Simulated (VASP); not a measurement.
# C (C2/m) in VASP: further runs, part 2 of 2

VASP 6.6.1.

## (3) Single point, PBEsol

This run uses another cell than the first one, of 8.79 Å³/atom.

Input file INCAR:

```
SYSTEM = C
ALGO = Normal
EDIFF = 1E-6
ENCUT = 520
GGA = PS
ISIF = 2
ISMEAR = -1
LASPH = .TRUE.
LCHARG = .TRUE.
LELF = .TRUE.
LREAL = .FALSE.
LVHAR = .TRUE.
LWAVE = .FALSE.
NBANDS = 11
NELM = 60
PREC = Accurate
SIGMA = 0.1
```

Input file KPOINTS:

```
k-points
0
G
  14 14 8
  0 0 0
```

Input file POSCAR:

```
C
1.0
    2.0985689080     -1.2116815596      0.0000000000
    2.0985689080      1.2116815596      0.0000000000
   -1.3604316341      0.0000000000      3.4554886561
C
2
Direct
    0.8333560000      0.8333560000      0.0000930000
    0.1666440000      0.1666440000      0.9999070000
```

Potentials or basis: VASP PAW PBE potentials, release 64 (C).

Command:

```console
cat potpaw_PBE.64/C/POTCAR > POTCAR
mpirun -np 1 vasp_std > vasp.out
```

It took 52 s on 1 thread of Intel Xeon Platinum 8375C at 2.90GHz (Ice Lake), shared host; peak memory 0.17 GiB.

Results (log left out):

```
Free energy   : -19.2556 eV
Pressure      : 13.5 GPa
Largest force : 0.005 eV/Å
```

Forces on the atoms (eV/Å):
```
C    0.004  0.000 -0.002
C   -0.004  0.000  0.002
```

Stress tensor (GPa, compression positive):
```
20.03  0.00 -0.04
 0.00 19.99  0.00
-0.04  0.00  0.55
```

Caveat: the cell stands under pressure; this functional lacks dispersion, which binds the layers, so the pressure and a relaxed spacing across them are unreliable; the PAW data sets were made with another functional, which shifts forces and pressure a little.

## (4) Single point, PBEsol

This run uses another cell than the first one, of 9.15 Å³/atom.

Input file INCAR:

```
SYSTEM = C
PREC = Accurate ; ENCUT = 520
EDIFF = 1E-6 ; ISMEAR = -1
SIGMA = 0.1 ; LREAL = .FALSE.
LASPH = .TRUE. ; NELM = 80
ALGO = Normal ; ISIF = 2
LWAVE = .FALSE. ; LCHARG = .TRUE.
GGA = PS ; LELF = .TRUE.
LVHAR = .TRUE. ; NBANDS = 11
```

Input file KPOINTS:

```
regular mesh
0
G
  14 14 8
  0 0 0
```

Input file POSCAR:

```
C
1.0
    2.1273200000     -1.2282820000      0.0000000000
    2.1273200000      1.2282820000      0.0000000000
   -1.3790700000      0.0000000000      3.5028300000
C
2
Direct
    0.8333560000      0.8333560000      0.0000930000
    0.1666440000      0.1666440000      0.9999070000
```

Command:

```console
cat potpaw_PBE.64/C/POTCAR > POTCAR
mpirun -np 1 vasp_std > vasp.out
```

Run time: 57 s. Hardware: 1 thread of Intel Xeon Platinum 8375C at 2.90GHz (Ice Lake), shared host; peak memory 0.17 GiB.

The run converged. Its results:

- Free energy: -19.2897 eV
- Pressure: 1.5 GPa
- Largest force: 0.005 eV/Å

Forces on the atoms (eV/Å):
```
C    0.004  0.000 -0.003
C   -0.004  0.000  0.003
```

Stress tensor (GPa, compression positive):
```
 2.14  0.00 -0.03
 0.00  2.11  0.00
-0.03  0.00  0.35
```

Caveat: this functional lacks dispersion, which binds the layers, so the pressure and a relaxed spacing across them are unreliable; the PAW data sets were made with another functional, which shifts forces and pressure a little.

## (5) Single point, PBEsol

This run uses another cell than the first one, of 9.52 Å³/atom.

Input file INCAR:

```
PREC = Accurate
ENCUT = 520
EDIFF = 1E-7
ISMEAR = -1
SIGMA = 0.1
LREAL = False
LASPH = True
NELM = 80
ALGO = Normal
ISIF = 2
LWAVE = False
LCHARG = True
GGA = PS
LELF = True
LVHAR = True
NBANDS = 11
```

Input file KPOINTS:

```
regular mesh
0
Gamma
  14 14 8
```

Input file POSCAR:

```
C
1.0
    2.1553142629     -1.2444454588      0.0000000000
    2.1553142629      1.2444454588      0.0000000000
   -1.3972177390      0.0000000000      3.5489251545
C
2
Direct
    0.8333560000      0.8333560000      0.0000930000
    0.1666440000      0.1666440000      0.9999070000
```

Potentials or basis: VASP PAW PBE potentials, release 64 (C).

Command:

```console
cat potpaw_PBE.64/C/POTCAR > POTCAR
mpirun -np 1 vasp_std > vasp.out
```

OUTCAR:

```text
PREC = Accurate
   ENCUT = 520
   EDIFF = 1E-7
   ISMEAR = -1
   LREAL = False
   LASPH = True
   NELM = 80
   ISIF = 2
   GGA = PS

 ion  position               nearest neighbor table
   1  0.833  0.833  0.000-   2 1.44   2 1.44   2 1.44
   2  0.167  0.167  1.000-   1 1.44   1 1.44   1 1.44

  LATTYP: Found a base centered monoclinic cell.
 ALAT       =     4.3106285258
 B/A-ratio  =     0.5773846906
 C/A-ratio  =     0.8848047022
 COS(beta)  =    -0.3663330234
[... 522 lines left out ...]

 [... further k-points ...]

------------------------ aborting loop because EDIFF is reached ----------------------------------------

  FORCE on cell =-STRESS in cart. coord.  units (eV):
  Direction    XX          YY          ZZ          XY          YZ          ZX
  --------------------------------------------------------------------------------------
  -------------------------------------------------------------------------------------
  Total       -1.5185779     -1.5231649      0.0262667      0.0000000      0.0000000     -0.0032925
  in kB     -127.8010274   -128.1870620      2.2105666      0.0000000      0.0000000     -0.2770909
  external PRESSURE =     -84.5925076 kB  Pullay stress =       0.0000000 kB

 VOLUME and BASIS-vectors are now :
 -----------------------------------------------------------------------------
  energy-cutoff  :      520.00
  volume of cell :       19.04
      direct lattice vectors                 reciprocal lattice vectors
     2.155314263 -1.244445459  0.000000000     0.231984731 -0.401785387  0.091332775
     2.155314263  1.244445459  0.000000000     0.231984731  0.401785387  0.091332775
    -1.397217739  0.000000000  3.548925155     0.000000000  0.000000000  0.281775455

 POSITION                                       TOTAL-FORCE (eV/Angst)
 -----------------------------------------------------------------------------------
      3.59216      0.00000      0.00033         0.003966      0.000000     -0.003531
     -0.67875      0.00000      3.54860        -0.003966      0.000000      0.003531
 -----------------------------------------------------------------------------------
    total drift:                                0.000000      0.000000     -0.000000

  FREE ENERGIE OF THE ION-ELECTRON SYSTEM (eV)
  ---------------------------------------------------
  free  energy   TOTEN  =       -19.2737025699 eV

  energy  without entropy=      -19.2733817735  energy(sigma->0) =      -19.27354217
```

Run time: 78 s. Hardware: 1 thread of Intel Xeon Platinum 8375C at 2.90GHz (Ice Lake), shared host; peak memory 0.18 GiB.

Results:

```yaml
Free_energy: -19.2737 eV
Pressure: -8.5 GPa
Largest_force: 0.005 eV/Å
```

Forces on the atoms (eV/Å):
```
C    0.004  0.000 -0.004
C   -0.004  0.000  0.004
```

Caveat: the cell stands under tension; this functional lacks dispersion, which binds the layers, so the pressure and a relaxed spacing across them are unreliable; the PAW data sets were made with another functional, which shifts forces and pressure a little.

## (6) Single point, PBEsol

This run uses another cell than the first one, of 9.88 Å³/atom.

Input file INCAR:

```
SYSTEM = C
PREC = Accurate ; ENCUT = 520
EDIFF = 1E-6 ; ISMEAR = -1
SIGMA = 0.1 ; LREAL = .False.
LASPH = .True. ; NELM = 100
ALGO = Normal ; ISIF = 2
LWAVE = .False. ; LCHARG = .True.
GGA = PS ; LELF = .True.
LVHAR = .True. ; NBANDS = 11
```

Input file KPOINTS:

```
regular mesh
0
Gamma
  14 14 8
  0 0 0
```

Input file POSCAR:

```
C
1.0
    2.1825996185     -1.2601996054      0.0000000000
    2.1825996185      1.2601996054      0.0000000000
   -1.4149059173      0.0000000000      3.5938530272
C
2
Direct
    0.8333560000      0.8333560000      0.0000930000
    0.1666440000      0.1666440000      0.9999070000
```

Potentials or basis: VASP PAW PBE potentials, release 64 (C).

Command:

```console
cat potpaw_PBE.64/C/POTCAR > POTCAR
mpirun -np 1 vasp_std > vasp.out
```

Run time: 78 s. Hardware: 1 thread of Intel Xeon Platinum 8375C at 2.90GHz (Ice Lake), shared host; peak memory 0.18 GiB.

Results (log left out):

```yaml
Free_energy: -19.2158 eV
Pressure: -16.8 GPa
Largest_force: 0.006 eV/Å
```

Forces in eV/Å, atoms in the order of the input:
```
C    0.004  0.000 -0.004
C   -0.004  0.000  0.004
```

Stress tensor (GPa, compression positive):
```
-25.28   0.00  -0.02
  0.00 -25.31   0.00
 -0.02   0.00   0.08
```

Caveat: the cell stands under tension; this functional lacks dispersion, which binds the layers, so the pressure and a relaxed spacing across them are unreliable; the PAW data sets were made with another functional, which shifts forces and pressure a little.

## (7) Overview

| cell | pressure (GPa) | largest force (eV/Å) |
| --- | --- | --- |
| a = 2.389, b = 2.389, c = 3.661 Å, angles 108.5, 108.5, 60.0°, 2 atoms | 27.9 | - |
| a = 2.423, b = 2.423, c = 3.714 Å, angles 108.5, 108.5, 60.0°, 2 atoms | 13.5 | - |
| a = 2.456, b = 2.456, c = 3.765 Å, angles 108.5, 108.5, 60.0°, 2 atoms | 1.5 | 0.01 |
| a = 2.489, b = 2.489, c = 3.814 Å, angles 108.5, 108.5, 60.0°, 2 atoms | -8.5 | 0.01 |
| a = 2.520, b = 2.520, c = 3.862 Å, angles 108.5, 108.5, 60.0°, 2 atoms | -16.8 | 0.01 |

Alike in all rows: task single point; level PBEsol; potentials or basis VASP PAW PBE potentials, release 64 (C); no spin polarisation; k mesh 14 × 14 × 8; cutoff (eV) 520; smearing fermi-dirac 0.1 eV.

Caveats: this functional lacks dispersion, which binds the layers, so the pressure and a relaxed spacing across them are unreliable; the PAW data sets were made with another functional, which shifts forces and pressure a little; the cell stands under pressure (at least some runs); the cell stands under tension (at least some runs).

Total energies depend on the potentials used, so only differences within one code and one set of settings carry meaning.
